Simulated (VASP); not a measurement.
Input of a VASP 6.6.1 run:

Contents of INCAR:

```
PREC = Accurate
ENCUT = 520
EDIFF = 1E-6
ISMEAR = 0
SIGMA = 0.1
LREAL = False
LASPH = True
NELM = 60
ALGO = Fast
ISIF = 2
LWAVE = False
LCHARG = False
GGA = PE
NBANDS = 16
```

File KPOINTS:

```
regular mesh
0
Gamma
  4 4 4
```

POSCAR

```
Rb
1.0
    4.3248532896     -2.6211640418      0.2250756578
    4.3248532896      2.6211640418      0.2250756578
   -2.8335044052      0.0000000000      7.9733553736
Rb
2
Direct
    0.2509270799      0.2509270799      0.2528993015
    0.7490729201      0.7490729201      0.7471006985
```

Potentials or basis: VASP PAW PBE potentials, release 64 (Rb_sv).

The run is started by

```console
$ cat potpaw_PBE.64/Rb_sv/POTCAR > POTCAR
$ mpirun -np 1 vasp_std > vasp.out
```

(1) Predict the band gap on the k mesh.

(2) Estimate the largest force.

Answers

(1) zero (band 9 reaches 0.31 eV, above the bottom of band 10 at -1.26 eV).

(2) 0.017 eV/Å.
